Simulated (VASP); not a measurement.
# NaWF3 (Pm-3m) in VASP: a series of runs

Runs on NaWF3. Level: PBE. Tasks: single point, relaxation of cell and atoms.

Program: VASP 6.6.1. These are calculated values, not measurements. Logs are shortened: lines on timing, memory, paths and dates and some standing lists are left out, and cuts for length are marked.

## Step 1: The cell of the first run

It takes space group Pm-3m (No. 221, cubic). The conventional cell has a = 4.064 Å, b = 4.064 Å, c = 4.064 Å, α = 90.00°, β = 90.00°, γ = 90.00°. Within 2.7 Å of Na (site symmetry m-3m) lie 6 F at 2.03 Å. W (site symmetry m-3m) has 12 F at 2.87 Å and 8 Na at 3.52 Å within 3.8 Å. F (site symmetry 4/mmm) has 2 Na at 2.03 Å within 2.7 Å.

The cell was built from a structure type or drawn by symmetry, and may not be a known phase.

## Step 2: Single point, PBE, collinear spin

The input, INCAR:

```
SYSTEM = NaWF3
  PREC = Accurate
  ENCUT = 520
  EDIFF = 1E-6
  ISMEAR = 0
  SIGMA = 0.1
  LREAL = .FALSE.
  LASPH = .TRUE.
  NELM = 150
  ALGO = Normal
  ISIF = 2
  LWAVE = .FALSE.
  LCHARG = .FALSE.
  ISPIN = 2
  MAGMOM = 0 3.36 0.01 0.01 0.01
  LORBIT = 11
  LMAXMIX = 4
  GGA = PE
  NBANDS = 33
```

The input, KPOINTS:

```
Automatic mesh
0
G
  4 4 4
  0 0 0
```

The input, POSCAR:

```
NaWF3
1.0
    4.0640950235      0.0000000000      0.0000000000
    0.0000000000      4.0640950235      0.0000000000
    0.0000000000      0.0000000000      4.0640950235
Na W F
1 1 3
Direct
    0.5000000000      0.5000000000      0.5000000000
    0.0000000000      0.0000000000      0.0000000000
    0.0000000000      0.5000000000      0.5000000000
    0.5000000000      0.0000000000      0.5000000000
    0.5000000000      0.5000000000      0.0000000000
```

Potentials or basis: VASP PAW PBE potentials, release 64 (Na_pv, W_sv, F).

The run is started by

```sh
> cat potpaw_PBE.64/Na_pv/POTCAR potpaw_PBE.64/W_sv/POTCAR potpaw_PBE.64/F/POTCAR > POTCAR
> mpirun -np 1 vasp_std > vasp.out
```

OUTCAR:

```text
SYSTEM = NaWF3
   PREC = Accurate
   ENCUT = 520
   EDIFF = 1E-6
   ISMEAR = 0
   LREAL = .FALSE.
   LASPH = .TRUE.
   NELM = 150
   ISIF = 2
   ISPIN = 2
   LORBIT = 11
   GGA = PE

 ion  position               nearest neighbor table
   1  0.500  0.500  0.500-   3 2.03   4 2.03   5 2.03   5 2.03   4 2.03   3 2.03
   2  0.000  0.000  0.000-
   3  0.000  0.500  0.500-   1 2.03   1 2.03
   4  0.500  0.000  0.500-   1 2.03   1 2.03
   5  0.500  0.500  0.000-   1 2.03   1 2.03

  LATTYP: Found a simple cubic cell.
 ALAT       =     4.0640950235

  Lattice vectors:

 A1 = (   4.0640950235,   0.0000000000,   0.0000000000)
 A2 = (   0.0000000000,   4.0640950235,   0.0000000000)
 A3 = (   0.0000000000,   0.0000000000,   4.0640950235)

Analysis of symmetry for initial positions (statically):
=====================================================================
 Subroutine PRICEL returns:
 Original cell was already a primitive cell.

 Routine SETGRP: Setting up the symmetry group for a
 simple cubic supercell.

 Subroutine GETGRP returns: Found 48 space group operations
 (whereof 48 operations were pure point group operations)
 out of a pool of 48 trial point group operations.

The static configuration has the point symmetry O_h .

Analysis of symmetry for dynamics (positions and initial velocities):
=====================================================================
 Subroutine PRICEL returns:
 Original cell was already a primitive cell.

 Routine SETGRP: Setting up the symmetry group for a
 simple cubic supercell.

 Subroutine GETGRP returns: Found 48 space group operations
 (whereof 48 operations were pure point group operations)
 out of a pool of 48 trial point group operations.

The dynamic configuration has the point symmetry O_h .

Analysis of structural, dynamic, and magnetic symmetry:
=====================================================================
 Subroutine PRICEL returns:
 Original cell was already a primitive cell.

 Routine SETGRP: Setting up the symmetry group for a
 simple cubic supercell.

 Subroutine GETGRP returns: Found 48 space group operations
 (whereof 48 operations were pure point group operations)
 out of a pool of 48 trial point group operations.

The overall configuration has the point symmetry O_h .

 Subroutine INISYM returns: Found 48 space group operations
 (whereof 48 operations are pure point group operations),
 and found     1 'primitive' translations

----------------------------------------------------------------------------------------

                                     Primitive cell

  volume of cell :      67.1261

  direct lattice vectors                    reciprocal lattice vectors
     4.064095024  0.000000000  0.000000000     0.246057239  0.000000000  0.000000000
     0.000000000  4.064095024  0.000000000     0.000000000  0.246057239  0.000000000
     0.000000000  0.000000000  4.064095024     0.000000000  0.000000000  0.246057239

  length of vectors
     4.064095024  4.064095024  4.064095024     0.246057239  0.246057239  0.246057239

  position of ions in fractional coordinates (direct lattice)
     0.500000000  0.500000000  0.500000000
     0.000000000  0.000000000  0.000000000
     0.000000000  0.500000000  0.500000000
     0.500000000  0.000000000  0.500000000
     0.500000000  0.500000000  0.000000000

  ion indices of the primitive-cell ions
   primitive index   ion index
                 1           1
                 2           2
                 3           3
                 4           4
                 5           5

----------------------------------------------------------------------------------------

 KPOINTS: Automatic mesh

Automatic generation of k-mesh.
 Grid dimensions read from file:
 generate k-points for:    4    4    4

 Generating k-lattice:

  Cartesian coordinates                     Fractional coordinates (reciprocal lattice)
     0.061514310  0.000000000  0.000000000     0.250000000  0.000000000  0.000000000
     0.000000000  0.061514310  0.000000000     0.000000000  0.250000000  0.000000000
     0.000000000  0.000000000  0.061514310     0.000000000  0.000000000  0.250000000

  Length of vectors
     0.061514310  0.061514310  0.061514310

  Shift w.r.t. Gamma in fractional coordinates (k-lattice)
     0.000000000  0.000000000  0.000000000

 Subroutine IBZKPT returns following result:
 ===========================================

 Found     10 irreducible k-points:

 Following reciprocal coordinates:
            Coordinates               Weight
  0.000000  0.000000  0.000000      1.000000
  0.250000  0.000000  0.000000      6.000000
  0.500000  0.000000  0.000000      3.000000
  0.250000  0.250000  0.000000     12.000000
  0.500000  0.250000  0.000000     12.000000
  0.500000  0.500000  0.000000      3.000000
  0.250000  0.250000  0.250000      8.000000
  0.500000  0.250000  0.250000     12.000000
  0.500000  0.500000  0.250000      6.000000
  0.500000  0.500000  0.500000      1.000000
   k-points           NKPTS =     10   k-points in BZ     NKDIM =     10   number of bands    NBANDS=     33
   number of dos      NEDOS =    301   number of ions     NIONS =      5
   total plane-waves  NPLWV =  27000
   dimension x,y,z NGX =    30 NGY =   30 NGZ =   30
   dimension x,y,z NGXF=    60 NGYF=   60 NGZF=   60
   ions per type =               1   1   3
   NGX,Y,Z   is equivalent  to a cutoff of  12.27, 12.27, 12.27 a.u.
   NGXF,Y,Z  is equivalent  to a cutoff of  24.54, 24.54, 24.54 a.u.
 SYSTEM =  NaWF3
   PREC   = accura    normal or accurate (medium, high low for compatibility)
   ISTART =      0    job   : 0-new  1-cont  2-samecut
   ICHARG =      2    charge: 1-file 2-atom 10-const
   ISPIN  =      2    spin polarized calculation?
   LNONCOLLINEAR =      F non collinear calculations
   LSORBIT =      F    spin-orbit coupling
   LASPH  =      T    aspherical Exc in radial PAW
   ENCUT  =  520.0 eV  38.22 Ry    6.18 a.u.   7.56  7.56  7.56*2*pi/ulx,y,z
   NELM   =    150;   NELMIN=  2; NELMDL= -5     # of ELM steps
   EDIFF  = 0.1E-05   stopping-criterion for ELM
   LREAL  =      F    real-space projection
   EDIFFG = 0.1E-04   stopping-criterion for IOM
   NSW    =      0    number of steps for IOM
   IBRION =     -1    ionic relax: 0-MD 1-quasi-New 2-CG
   NFREE  =      0    steps in history (QN), initial steepest desc. (CG)
   ISIF   =      2    stress and relaxation
   ISYM   =      2    0-nonsym 1-usesym 2-fastsym
   POTIM  = 0.5000    time-step for ionic-motion
   TEBEG  =    0.0;   TEEND  =   0.0 temperature during run
   PSTRESS=    0.0 pullay stress
   NELECT =      42.0000    total number of electrons
   NUPDOWN=      -1.0000    fix difference up-down
   EMIN   =  10.00;   EMAX   =-10.00  energy-range for DOS
   EFERMI =   0.00;   METHOD = LEGACY
   ISMEAR =     0;   SIGMA  =   0.10  broadening in eV -4-tet -1-fermi 0-gaus
   EFERMI_NEDOS =   21; number of points for ismear=-14 and -15
   IALGO  =     38    algorithm
   IMIX   =      4    mixing-type and parameters
     AMIX     =   0.40;   BMIX     =  1.00
     AMIX_MAG =   1.60;   BMIX_MAG =  1.00
  volume/ion in A,a.u.               =      13.43        90.60
  Fermi-wavevector in a.u.,A,eV,Ry     =   1.400213  2.646019 26.675530  1.960596
  Thomas-Fermi vector in A             =   2.523196
   LORBIT       =     11    0 simple, 1 ext, 2 COOP (PROOUT), +10 PAW based schemes
   GGA     = PE    functional components
   LHFCALC =     F    Hartree Fock is set to
   AEXX    =    0.0000 exact exchange contribution
   IVDW    =     0    specifies the selected vdW correction
   LEPSILON=     F    determine dielectric tensor
   LRPA    =     F    only Hartree local field effects (RPA)
 spin polarized calculation
 Gauss-broadening in eV      SIGMA  =   0.10
  energy-cutoff  :      520.00
  volume of cell :       67.13
 maximum number of plane-waves:      1856
   NGX = 15   NGY = 15   NGZ = 15

 number of electron      41.9999948 magnetization       4.0000381

 Free energy of the ion-electron system (eV)
  ---------------------------------------------------
  ext. energy  EPLUGINS =         0.00000000
  ---------------------------------------------------
  free energy    TOTEN  =       -23.30898928 eV

  energy without entropy =      -23.28249473  energy(sigma->0) =      -23.29574201

 E-fermi :   2.7644     XC(G=0): -10.2153

 val. band max:        2.7316834109   @ k =   0.2500   0.2500   0.0000
 cond. band min:       2.7664947267   @ k =   0.5000   0.5000   0.2500
 fundamental gap:      0.0348113158
 Fermi energy:         2.7643542307

 spin component 1

 k-point     1 :       0.0000    0.0000    0.0000
  band No.  band energies     occupation
      1     -72.2836      1.00000
      2     -36.6744      1.00000
      3     -36.6744      1.00000
      4     -36.6744      1.00000
      5     -19.9524      1.00000
      6     -19.4006      1.00000
[... 349 lines left out ...]
     32      16.4543      0.00000
     33      21.2603      0.00000
 Fermi energy:         2.7643542307

 spin component 2

 k-point     1 :       0.0000    0.0000    0.0000
  band No.  band energies     occupation
      1     -70.7498      1.00000
      2     -34.6023      1.00000
      3     -34.6023      1.00000
      4     -34.6023      1.00000
      5     -19.9190      1.00000
      6     -19.3745      1.00000
[... 349 lines left out ...]
     32      16.7706      0.00000
     33      22.8329      0.00000

------------------------ aborting loop because EDIFF is reached ----------------------------------------

  FORCE on cell =-STRESS in cart. coord.  units (eV):
  Direction    XX          YY          ZZ          XY          YZ          ZX
  --------------------------------------------------------------------------------------
  -------------------------------------------------------------------------------------
  Total        0.0463367      0.0463367      0.0463367      0.0000000     -0.0000000      0.0000000
  in kB        1.1059723      1.1059723      1.1059723      0.0000000     -0.0000000      0.0000000
  external PRESSURE =       1.1059723 kB  Pullay stress =       0.0000000 kB

 VOLUME and BASIS-vectors are now :
 -----------------------------------------------------------------------------
  energy-cutoff  :      520.00
  volume of cell :       67.13
      direct lattice vectors                 reciprocal lattice vectors
     4.064095024  0.000000000  0.000000000     0.246057239  0.000000000  0.000000000
     0.000000000  4.064095024  0.000000000     0.000000000  0.246057239  0.000000000
     0.000000000  0.000000000  4.064095024     0.000000000  0.000000000  0.246057239

 POSITION                                       TOTAL-FORCE (eV/Angst)
 -----------------------------------------------------------------------------------
      2.03205      2.03205      2.03205         0.000000      0.000000      0.000000
      0.00000      0.00000      0.00000         0.000000      0.000000      0.000000
      0.00000      2.03205      2.03205         0.000000      0.000000      0.000000
      2.03205      0.00000      2.03205         0.000000      0.000000      0.000000
      2.03205      2.03205      0.00000         0.000000      0.000000      0.000000
 -----------------------------------------------------------------------------------
    total drift:                                0.000000      0.000000     -0.000000

  FREE ENERGIE OF THE ION-ELECTRON SYSTEM (eV)
  ---------------------------------------------------
  free  energy   TOTEN  =       -23.3089892844 eV

  energy  without entropy=      -23.2824947327  energy(sigma->0) =      -23.29574201

 total charge

# of ion       s       p       d       tot
------------------------------------------
    1        0.095   6.066   0.000   6.161
    2        2.161   5.990   3.248  11.398
    3        1.744   4.315   0.000   6.059
    4        1.744   4.315   0.000   6.059
    5        1.744   4.315   0.000   6.059
--------------------------------------------------
tot          7.488  25.002   3.248  35.737

 magnetization (x)

# of ion       s       p       d       tot
------------------------------------------
    1       -0.000   0.000   0.000  -0.000
    2        0.098   0.017   3.048   3.163
    3        0.008   0.004   0.000   0.012
    4        0.008   0.004   0.000   0.012
    5        0.008   0.004   0.000   0.012
--------------------------------------------------
tot          0.122   0.030   3.048   3.199
```

Wall time 23 s (1 thread of Intel Xeon 6975P-C (Granite Rapids), shared host); peak memory 0.2 GiB.

Results:

| Property | Result |
| --- | --- |
| Free energy | -23.3090 eV |
| Pressure | 0.1 GPa |
| Band gap on the k mesh | zero (filled and empty bands overlap) |
| Net moment | 4.00 μB per cell |
| Site moments | Na -0.00; W +3.16; F +0.01 μB |
| Valence electrons inside the program's atomic spheres | Na 6.16; W 11.40; F 6.06 |

Levels at points of the mesh, in eV from the Fermi level:
Spin up:
```
           k point  band 19  band 20  band 21  band 22  band 23  band 24  band 25  band 26  band 27  band 28
(0.00, 0.00, 0.00)    -2.95    -1.66    -1.44    -1.44    -0.48    -0.48    -0.48     9.94     9.94     9.94
(0.50, 0.00, 0.00)    -3.12    -0.72    -0.42    -0.36     0.34     0.34     1.69     4.11     9.32     9.32
(0.50, 0.50, 0.00)    -3.20    -0.50    -0.38     0.13     0.32     0.32     2.10     5.63     5.63     9.22
(0.50, 0.50, 0.50)    -3.05    -0.76    -0.76    -0.76    -0.13    -0.13     1.03     7.20     7.20     7.20
```
Spin down:
| k point | band 16 | band 17 | band 18 | band 19 | band 20 | band 21 | band 22 | band 23 |
| --- | --- | --- | --- | --- | --- | --- | --- | --- |
| (0.00, 0.00, 0.00) | -3.62 | -2.91 | -2.91 | -2.91 | 0.20 | 1.20 | 1.20 | 2.10 |
| (0.50, 0.00, 0.00) | -3.94 | -3.91 | -3.07 | -3.07 | 1.74 | 1.99 | 2.18 | 2.69 |
| (0.50, 0.50, 0.00) | -4.12 | -3.46 | -3.20 | -3.10 | 1.92 | 2.27 | 2.66 | 2.66 |
| (0.50, 0.50, 0.50) | -3.19 | -3.03 | -3.03 | -3.03 | 1.70 | 1.70 | 1.70 | 2.74 |

Caveat: the k points lie up to 0.39 Å⁻¹ apart, too coarse for converged energies and pressures of a metal; spin-orbit coupling is left out, which moves the levels of the heavy elements.

(Continued in part 2 of 2.)
